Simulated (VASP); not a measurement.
# Ti9Ni7 in VASP: notebook

The runs below take Ti9Ni7 through single point, with PBE.

Everything below comes from runs of VASP 6.6.1. Logs are shortened: lines on timing, memory, paths and dates and some standing lists are left out, and cuts for length are marked.

### 1 The cell of the first run

The cell holds an amorphous packing of atoms, 16 atoms: a = 6.118 Å, b = 6.259 Å, c = 6.545 Å, α = 84.50°, β = 89.59°, γ = 89.29°.

### 2 Single point, PBE

File INCAR:

```
PREC = Accurate
ENCUT = 520
EDIFF = 1E-6
ISMEAR = -1
SIGMA = 0.2309
LREAL = Auto
LASPH = True
NELM = 80
ALGO = Normal
ISIF = 2
LWAVE = False
LCHARG = False
GGA = PE
ISYM = 0
NBANDS = 103
```

File KPOINTS:

```
Automatic mesh
0
Gamma
  1 1 1
  0.25 0.25 0.25
```

File POSCAR:

```
Ti9Ni7
1.0
    6.1173580000      0.0376560000      0.0215690000
    0.0376560000      6.2512350000      0.3066880000
    0.0215690000      0.3066880000      6.5379140000
Ti Ni
9 7
Direct
    0.8088915128      0.3964668577      0.2916999813
    0.4525906472      0.5442651539      0.5897878866
    0.2651229714     -0.0752993209      0.5846048083
    0.7691246712      0.8752378261      0.3643230565
    0.3216846354      0.1731527370      0.8978479554
    0.7458371298      0.0351812697      0.6519765120
    0.5516941153      0.6526549410      0.9807230672
    0.8980455057      0.5414640475      0.7952974803
    0.0699433810      0.7875539316      0.9841516807
    0.0020856640      0.1243767777      0.2367617789
    0.4713243066      0.1980412503      0.3445241297
    0.0460710457      0.6528117252      0.3942529332
    0.4043730493      0.7759450640      0.2970608114
    0.1288367916      0.2876942491      0.5935744559
    0.2460531159      0.3666890518      0.1503064660
    0.7373097739      0.1358447784     -0.0243040820
```

Potentials or basis: VASP PAW PBE potentials, release 64 (Ti_sv, Ni).

Started as:

```console
$ cat potpaw_PBE.64/Ti_sv/POTCAR potpaw_PBE.64/Ni/POTCAR > POTCAR
$ mpirun -np 1 vasp_std > vasp.out
```

OUTCAR:

```text
PREC = Accurate
   ENCUT = 520
   EDIFF = 1E-6
   ISMEAR = -1
   LREAL = Auto
   LASPH = True
   NELM = 80
   ISIF = 2
   GGA = PE
   ISYM = 0

 ion  position               nearest neighbor table
   1  0.809  0.396  0.292-  10 2.12  12 2.33  11 2.43  16 2.79  14 2.82  15 2.83
   2  0.453  0.544  0.590-  13 2.31  14 2.56   3 2.63   7 2.78  11 2.82  12 2.85
   3  0.265  0.925  0.585-  13 2.33  14 2.42  11 2.55  12 2.59   2 2.63   5 2.72  10 2.97
   4  0.769  0.875  0.364-  12 2.18   6 2.22  10 2.22  13 2.38  11 2.70  16 2.89
   5  0.322  0.173  0.898-  15 2.18  14 2.37  16 2.60   3 2.72   9 2.89  10 2.94
   6  0.746  0.035  0.652-   4 2.22  16 2.27  11 2.74  14 2.85
   7  0.552  0.653  0.981-  13 2.44   8 2.56  15 2.76   2 2.78
   8  0.898  0.541  0.795-   9 2.33   7 2.56  14 2.56  12 2.80  16 2.88
   9  0.070  0.788  0.984-   8 2.33  12 2.74  10 2.83   5 2.89  13 2.90  15 2.95  16 2.96
  10  0.002  0.124  0.237-   1 2.12  15 2.17   4 2.22  16 2.36  14 2.76   9 2.83   5 2.94   3 2.97
                            11 3.01  12 3.04
  11  0.471  0.198  0.345-  15 2.09   1 2.43   3 2.55   4 2.70  13 2.73  14 2.73   6 2.74   2 2.82
                            16 2.96  10 3.01
  12  0.046  0.653  0.394-   4 2.18   1 2.33  13 2.39  14 2.57   3 2.59   9 2.74  15 2.78   8 2.80
                             2 2.85  10 3.04
  13  0.404  0.776  0.297-   2 2.31   3 2.33   4 2.38  12 2.39   7 2.44  11 2.73   9 2.90  15 2.99

  14  0.129  0.288  0.594-   5 2.37   3 2.42   2 2.56   8 2.56  12 2.57  11 2.73  10 2.76   1 2.82
                             6 2.85  15 2.98
  15  0.246  0.367  0.150-  11 2.09  10 2.17   5 2.18   7 2.76  12 2.78   1 2.83   9 2.95  14 2.98
                            13 2.99
  16  0.737  0.136  0.976-   6 2.27  10 2.36   5 2.60   1 2.79   8 2.88   4 2.89  11 2.96   9 2.96

IMPORTANT INFORMATION: All symmetrisations will be switched off!
NOSYMM: (Re-)initialisation of all symmetry stuff for point group C_1.

----------------------------------------------------------------------------------------

                                     Primitive cell

  volume of cell :     249.4296

  direct lattice vectors                    reciprocal lattice vectors
     6.117358000  0.037656000  0.021569000     0.163476918 -0.000960498 -0.000494265
     0.037656000  6.251235000  0.306688000    -0.000960498  0.160343031 -0.007518387
     0.021569000  0.306688000  6.537914000    -0.000494265 -0.007518387  0.153308297

  length of vectors
     6.117511920  6.258866873  6.545138824     0.163480486  0.160522074  0.153493336

  position of ions in fractional coordinates (direct lattice)
     0.808891513  0.396466858  0.291699981
     0.452590647  0.544265154  0.589787887
[... 89 lines left out ...]
   POTIM  = 0.5000    time-step for ionic-motion
   TEBEG  =    0.0;   TEEND  =   0.0 temperature during run
   PSTRESS=    0.0 pullay stress
   NELECT =     178.0000    total number of electrons
   NUPDOWN=      -1.0000    fix difference up-down
   EMIN   =  10.00;   EMAX   =-10.00  energy-range for DOS
   EFERMI =   0.00;   METHOD = LEGACY
   ISMEAR =    -1;   SIGMA  =   0.23  broadening in eV -4-tet -1-fermi 0-gaus
   EFERMI_NEDOS =   21; number of points for ismear=-14 and -15
   IALGO  =     38    algorithm
   IMIX   =      4    mixing-type and parameters
     AMIX     =   0.40;   BMIX     =  1.00
     AMIX_MAG =   1.60;   BMIX_MAG =  1.00
  volume/ion in A,a.u.               =      15.59       105.20
  Fermi-wavevector in a.u.,A,eV,Ry     =   1.462959  2.764592 29.119859  2.140249
  Thomas-Fermi vector in A             =   2.579111
   LORBIT       =      0    0 simple, 1 ext, 2 COOP (PROOUT), +10 PAW based schemes
   GGA     = PE    functional components
   LHFCALC =     F    Hartree Fock is set to
   AEXX    =    0.0000 exact exchange contribution
   IVDW    =     0    specifies the selected vdW correction
   LEPSILON=     F    determine dielectric tensor
   LRPA    =     F    only Hartree local field effects (RPA)
 non-spin polarized calculation
  energy-cutoff  :      520.00
  volume of cell :      249.43
 maximum number of plane-waves:      6717
 NGX is ok and might be reduce to    48
   NGX = 23   NGY = 23   NGZ = 25

 number of electron     177.9999998 magnetization

 Free energy of the ion-electron system (eV)
  ---------------------------------------------------
  ext. energy  EPLUGINS =         0.00000000
  ---------------------------------------------------
  free energy    TOTEN  =      -107.19630959 eV

  energy without entropy =     -103.62072887  energy(sigma->0) =     -105.40851923

 E-fermi :   7.8434     XC(G=0): -11.6194

 val. band max:        7.7629797926   @ k =   0.2500   0.2500   0.2500
 cond. band min:       7.8899188482   @ k =   0.2500   0.2500   0.2500
 fundamental gap:      0.1269390556
 Fermi energy:         7.8434121629

 k-point     1 :       0.2500    0.2500    0.2500
  band No.  band energies     occupation
      1     -49.1173      2.00000
      2     -49.0927      2.00000
      3     -49.0710      2.00000
      4     -49.0157      2.00000
      5     -48.9744      2.00000
      6     -48.9515      2.00000
[... 93 lines left out ...]
    100       8.9451      0.01680
    101       9.0340      0.01146
 [bands above 101 left out]

------------------------ aborting loop because EDIFF is reached ----------------------------------------

  FORCE on cell =-STRESS in cart. coord.  units (eV):
  Direction    XX          YY          ZZ          XY          YZ          ZX
  --------------------------------------------------------------------------------------
  -------------------------------------------------------------------------------------
  Total        1.7749726      3.4576985      2.3087803      1.2603711      8.0600932      2.6771711
  in kB       11.4012976     22.2100609     14.8301391      8.0958241     51.7729230     17.1964483
  external PRESSURE =      16.1471659 kB  Pullay stress =       0.0000000 kB

 VOLUME and BASIS-vectors are now :
 -----------------------------------------------------------------------------
  energy-cutoff  :      520.00
  volume of cell :      249.43
      direct lattice vectors                 reciprocal lattice vectors
     6.117358000  0.037656000  0.021569000     0.163476918 -0.000960498 -0.000494265
     0.037656000  6.251235000  0.306688000    -0.000960498  0.160343031 -0.007518387
     0.021569000  0.306688000  6.537914000    -0.000494265 -0.007518387  0.153308297

 POSITION                                       TOTAL-FORCE (eV/Angst)
 -----------------------------------------------------------------------------------
      4.96950      2.59833      2.04615        -1.273010      1.122363     -0.255106
      2.80187      3.60025      4.03266         0.362798     -1.498812      0.037079
      1.66928      5.96980      4.11141        -0.781152      0.485203      0.251225
      4.74583      5.61201      2.66693        -2.021358     -1.420022     -1.264351
      1.99375      1.36989      5.93009         0.410208     -0.458347      0.535762
      4.57794      0.44796      4.28944         0.244100      1.135663      1.980205
[... 8 lines left out ...]
      1.52225      2.34762      1.10046        -0.853408      4.327151     -0.531245
      4.53655      1.17620      6.43658        -0.375676      0.318992      0.382831
 -----------------------------------------------------------------------------------
    total drift:                               -0.001212      0.041934     -0.000620

  FREE ENERGIE OF THE ION-ELECTRON SYSTEM (eV)
  ---------------------------------------------------
  free  energy   TOTEN  =      -107.1963095873 eV

  energy  without entropy=     -103.6207288687  energy(sigma->0) =     -105.40851923
```

OSZICAR:

```text
N       E                     dE             d eps       ncg     rms          rms(c)
DAV:   1     0.228384835444E+04    0.22838E+04   -0.83801E+04   206   0.226E+03
DAV:   2     0.225729591257E+03   -0.20581E+04   -0.20253E+04   206   0.653E+02
DAV:   3    -0.542436976423E+02   -0.27997E+03   -0.26925E+03   238   0.235E+02
[... 21 lines left out ...]
DAV:  25    -0.107196312792E+03    0.40643E-05   -0.86428E-05   316   0.692E-02    0.306E-02
DAV:  26    -0.107196307562E+03    0.52302E-05   -0.41677E-05   324   0.401E-02    0.132E-02
DAV:  27    -0.107196308555E+03   -0.99260E-06   -0.18649E-05   220   0.211E-02    0.994E-03
DAV:  28    -0.107196309107E+03   -0.55233E-06   -0.10522E-05   148   0.152E-02    0.508E-03
DAV:  29    -0.107196309587E+03   -0.48011E-06   -0.72537E-06   140   0.127E-02
   1 F= -.10719631E+03 E0= -.10540852E+03  d E =-.357558E+01
```

stdout:

```text
POSCAR found type information on POSCAR TiNi
 POSCAR found :  2 types and      16 ions
 scaLAPACK will be used
 LDA part: xc-table for (Slater+PW92), standard interpolation
 POSCAR, INCAR and KPOINTS ok, starting setup
 FFT: planning ... GRIDC
 FFT: planning ... GRID_SOFT
 FFT: planning ... GRID
 WAVECAR not read
 entering main loop
```

Run time: 66 s. Hardware: 1 thread of Intel Xeon 6975P-C (Granite Rapids), shared host; peak memory 0.33 GiB.

What came out:

```
Free energy            : -107.1963 eV
Pressure               : 1.6 GPa
Largest force          : 4.442 eV/Å
Band gap on the k mesh : 0.13 eV
```

Forces in eV/Å, atoms in the order of the input:
```
Ti  -1.273  1.122 -0.255
Ti   0.363 -1.499  0.037
Ti  -0.781  0.485  0.251
Ti  -2.021 -1.420 -1.264
Ti   0.410 -0.458  0.536
Ti   0.244  1.136  1.980
Ti  -0.617  0.935 -0.136
Ti   0.478 -1.799 -1.251
Ti  -0.038  0.756  1.334
Ni   2.066 -1.876  0.310
Ni   1.446 -1.447  1.322
Ni   1.853 -0.830  0.371
Ni  -0.576  0.127 -1.855
Ni  -0.323  0.122 -1.231
Ni  -0.853  4.327 -0.531
Ni  -0.376  0.319  0.383
```

Levels at points of the mesh, in eV from the valence-band top:
```csv
k point,band 86,band 87,band 88,band 89,band 90,band 91,band 92,band 93
"(0.25, 0.25, 0.25)",-0.21,-0.13,-0.10,0.00,0.13,0.23,0.39,0.45
```

Caveat: the k points lie up to 1.03 Å⁻¹ apart. Spin polarisation is off, so any magnetic state and its effect on volume and gap are missing.

### 3 Single point, PBE

File INCAR:

```
  PREC = Accurate
  ENCUT = 520
  EDIFF = 1E-7
  ISMEAR = -1
  SIGMA = 0.2309
  LREAL = Auto
  LASPH = T
  NELM = 100
  ALGO = Normal
  ISIF = 2
  LWAVE = F
  LCHARG = F
  GGA = PE
  ISYM = 0
  NBANDS = 103
```

KPOINTS is that of step 2.

File POSCAR:

```
Ti9Ni7
1.0
    6.1173580000      0.0376560000      0.0215690000
    0.0376560000      6.2512350000      0.3066880000
    0.0215690000      0.3066880000      6.5379140000
Ti Ni
9 7
Direct
    0.7254832265      0.3622532958      0.3279414984
    0.4708066902      0.5231176607      0.5538230178
    0.1671509087     -0.0564502813      0.5991813820
    0.7522538788      0.9200702356      0.3043512251
    0.3123655926      0.2598092589      0.9314509497
    0.6155719505      0.0091186819      0.6777148091
    0.4771600475      0.6865130442      0.9002657151
    0.9071356010      0.5297470249      0.7539348081
    0.0588930819      0.8685876203      0.9846260344
    0.0627542240      0.1727306233      0.2329083932
    0.4306544882      0.1597787267      0.3744584274
   -0.0128613907      0.6139472744      0.3747476864
    0.3451520398      0.8451686846      0.2534070228
    0.0800179646      0.2703854551      0.6105906438
    0.2753155199      0.4905469654      0.1914954605
    0.7208887386      0.1554878562      0.0136982363
```

Potentials or basis: VASP PAW PBE potentials, release 64 (Ti_sv, Ni).

Started as:

```console
$ cat potpaw_PBE.64/Ti_sv/POTCAR potpaw_PBE.64/Ni/POTCAR > POTCAR
$ mpirun -np 1 vasp_std > vasp.out
```

OUTCAR:

```text
PREC = Accurate
   ENCUT = 520
   EDIFF = 1E-7
   ISMEAR = -1
   LREAL = Auto
   LASPH = T
   NELM = 100
   ISIF = 2
   GGA = PE
   ISYM = 0

 ion  position               nearest neighbor table
   1  0.725  0.362  0.328-  11 2.22  12 2.30   2 2.42  10 2.47  16 2.53   4 2.79  14 2.88  15 2.98

   2  0.471  0.523  0.554-   1 2.42   7 2.58  11 2.67  15 2.69  13 2.78  14 2.89
   3  0.167  0.944  0.599-  14 2.12  11 2.50   9 2.60  13 2.63  10 2.75   6 2.84  12 2.88
   4  0.752  0.920  0.304-  16 2.30  12 2.39  10 2.50  11 2.53  13 2.57   6 2.68   1 2.79   9 2.84

   5  0.312  0.260  0.931-  15 2.34  10 2.51  14 2.54  16 2.62   7 2.85   9 2.91  11 3.00
   6  0.616  0.009  0.678-  11 2.40   7 2.53  16 2.55   4 2.68   3 2.84
   7  0.477  0.687  0.900-  15 2.49   6 2.53   2 2.58  13 2.72   5 2.85   9 2.86
   8  0.907  0.530  0.754-  14 2.21  12 2.53   9 2.88  16 2.99
   9  0.059  0.869  0.985-  13 2.48   3 2.60  10 2.62  16 2.74   4 2.84   7 2.86   8 2.88   5 2.91
                            12 2.91  15 2.92
  10  0.063  0.173  0.233-  15 2.38  11 2.44   1 2.47   4 2.50   5 2.51  16 2.55  14 2.61   9 2.62
                            13 2.66   3 2.75  12 3.03
  11  0.431  0.160  0.374-   1 2.22  13 2.26   6 2.40  10 2.44  15 2.47   3 2.50   4 2.53   2 2.67
                            14 2.76  16 2.95   5 3.00
  12  0.987  0.614  0.375-  15 2.29   1 2.30   4 2.39   8 2.53  14 2.58  13 2.71   3 2.88   9 2.91
                            10 3.03
  13  0.345  0.845  0.253-  11 2.26  15 2.34   9 2.48   4 2.57   3 2.63  10 2.66  12 2.71   7 2.72
                             2 2.78
  14  0.080  0.270  0.611-   3 2.12   8 2.21   5 2.54  12 2.58  10 2.61  11 2.76   1 2.88   2 2.89

  15  0.275  0.491  0.191-  12 2.29  13 2.34   5 2.34  10 2.38  11 2.47   7 2.49   2 2.69   9 2.92
                             1 2.98
  16  0.721  0.155  0.014-   4 2.30   1 2.53   6 2.55  10 2.55   5 2.62   9 2.74  11 2.95   8 2.99

IMPORTANT INFORMATION: All symmetrisations will be switched off!
NOSYMM: (Re-)initialisation of all symmetry stuff for point group C_1.

----------------------------------------------------------------------------------------

                                     Primitive cell

  volume of cell :     249.4296

[... 121 lines left out ...]
   LEPSILON=     F    determine dielectric tensor
   LRPA    =     F    only Hartree local field effects (RPA)
 non-spin polarized calculation
  energy-cutoff  :      520.00
  volume of cell :      249.43
 maximum number of plane-waves:      6717
 NGX is ok and might be reduce to    48
   NGX = 23   NGY = 23   NGZ = 25

 number of electron     178.0000015 magnetization

 Free energy of the ion-electron system (eV)
  ---------------------------------------------------
  ext. energy  EPLUGINS =         0.00000000
  ---------------------------------------------------
  free energy    TOTEN  =      -108.90295066 eV

  energy without entropy =     -105.41942329  energy(sigma->0) =     -107.16118698

 E-fermi :   7.8561     XC(G=0): -11.6113

 val. band max:        7.8148702829   @ k =   0.2500   0.2500   0.2500
 cond. band min:       7.8636856108   @ k =   0.2500   0.2500   0.2500
 fundamental gap:      0.0488153279
 Fermi energy:         7.8560594364

 k-point     1 :       0.2500    0.2500    0.2500
  band No.  band energies     occupation
      1     -49.1948      2.00000
      2     -49.0979      2.00000
      3     -49.0272      2.00000
      4     -48.9930      2.00000
      5     -48.9801      2.00000
      6     -48.9490      2.00000
[... 93 lines left out ...]
    100       8.9412      0.01803
    101       9.0407      0.01175
 [bands above 101 left out]

------------------------ aborting loop because EDIFF is reached ----------------------------------------

  FORCE on cell =-STRESS in cart. coord.  units (eV):
  Direction    XX          YY          ZZ          XY          YZ          ZX
  --------------------------------------------------------------------------------------
  -------------------------------------------------------------------------------------
  Total       -4.7793295      7.8127831      1.7363116      1.4856668      8.4059975     -4.7100205
  in kB      -30.6993794     50.1843599     11.1529640      9.5429804     53.9947926    -30.2541826
  external PRESSURE =      10.2126482 kB  Pullay stress =       0.0000000 kB

 VOLUME and BASIS-vectors are now :
 -----------------------------------------------------------------------------
  energy-cutoff  :      520.00
  volume of cell :      249.43
      direct lattice vectors                 reciprocal lattice vectors
     6.117358000  0.037656000  0.021569000     0.163476918 -0.000960498 -0.000494265
     0.037656000  6.251235000  0.306688000    -0.000960498  0.160343031 -0.007518387
     0.021569000  0.306688000  6.537914000    -0.000494265 -0.007518387  0.153308297

 POSITION                                       TOTAL-FORCE (eV/Angst)
 -----------------------------------------------------------------------------------
      4.45875      2.39243      2.27080         1.109096      0.528416     -1.284015
      2.91174      3.45771      3.79144        -1.084969      0.928925      0.195284
      1.07098      6.08841      4.21038         0.028222     -2.922032     -1.089256
      4.64302      5.87324      2.28822        -0.183219     -1.629217      0.054504
      1.94073      1.92156      6.17616         0.262877     -0.985282     -0.199947
      3.78063      0.28803      4.44692         1.493249      0.946856      0.604554
[... 8 lines left out ...]
      1.70681      3.13562      1.40836         0.359807      0.223452      0.146251
      4.41609      1.00334      0.15279        -0.052344      0.467012     -1.018775
 -----------------------------------------------------------------------------------
    total drift:                               -0.013576     -0.005230      0.013115

  FREE ENERGIE OF THE ION-ELECTRON SYSTEM (eV)
  ---------------------------------------------------
  free  energy   TOTEN  =      -108.9029506558 eV

  energy  without entropy=     -105.4194232947  energy(sigma->0) =     -107.16118698
```

It took 78 s on 1 thread of Intel Xeon 6975P-C (Granite Rapids), shared host; peak memory 0.33 GiB.

What came out:

```yaml
Free_energy: -108.9030 eV
Pressure: 1.0 GPa
Largest_force: 3.119 eV/Å
Band_gap_on_the_k_mesh: 0.05 eV
```

Forces in eV/Å, atoms in the order of the input:
```
Ti   1.109  0.528 -1.284
Ti  -1.085  0.929  0.195
Ti   0.028 -2.922 -1.089
Ti  -0.183 -1.629  0.055
Ti   0.263 -0.985 -0.200
Ti   1.493  0.947  0.605
Ti   0.141  0.184  1.601
Ti  -0.836  0.769  0.777
Ti  -0.847 -0.061  0.753
Ni  -0.119 -0.391  0.184
Ni  -1.035  0.647 -0.404
Ni   0.841  0.630  0.362
Ni  -0.261 -0.156 -0.107
Ni   0.184  0.820 -0.575
Ni   0.360  0.223  0.146
Ni  -0.052  0.467 -1.019
```

Caveat: the k points lie up to 1.03 Å⁻¹ apart.

(Part 1 of 2 ends here.)
